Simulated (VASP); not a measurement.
Rb2CaYF6:

```
F Ca Y Rb
1.0
     0.00000    4.44239    4.44239
     4.44239    0.00000    4.44239
     4.44239    4.44239    0.00000
F Ca Y Rb
6 1 1 2
Direct
  0.75600 0.24400 0.24400
  0.24400 0.75600 0.24400
  0.24400 0.75600 0.75600
  0.75600 0.24400 0.75600
  0.24400 0.24400 0.75600
  0.75600 0.75600 0.24400
  0.50000 0.50000 0.50000
  0.00000 0.00000 0.00000
  0.25000 0.25000 0.25000
  0.75000 0.75000 0.75000
```

Base run:

| Property | Result |
| --- | --- |
| Program | VASP 6.6.1 |
| Functional | r2SCAN |
| Potentials or basis | VASP PAW PBE potentials, release 64 (F, Ca_sv, Y_sv, Rb_sv) |
| Cutoff | 520 eV |
| k mesh | 4 × 4 × 4 |
| Occupations | fermi-dirac, width 0.1 eV |
| Spin | no spin polarisation |

Its results: band gap on the k mesh zero (an odd number of electrons rules out a gap without spin polarisation); pressure 4.8 GPa; largest force 0.473 eV/Å.

Problem. The run is repeated on the same cell with these changes: further incar settings from ALGO = Normal; EDIFF = 1e-06; NBANDS = 52 to ALGO = Normal; EDIFF = 1e-07; NBANDS = 52; dispersion from none to D3(BJ). What comes out?

Solution. Band gap on the k mesh zero (an odd number of electrons rules out a gap without spin polarisation); pressure 4.1 GPa; largest force 0.474 eV/Å.

Caveats: the cell stands under pressure; the PAW data sets were made with another functional, which shifts forces and pressure a little; an odd number of electrons without spin polarisation forces a metal; a magnetic or distorted state may lie lower; three body term missing (at least some runs).
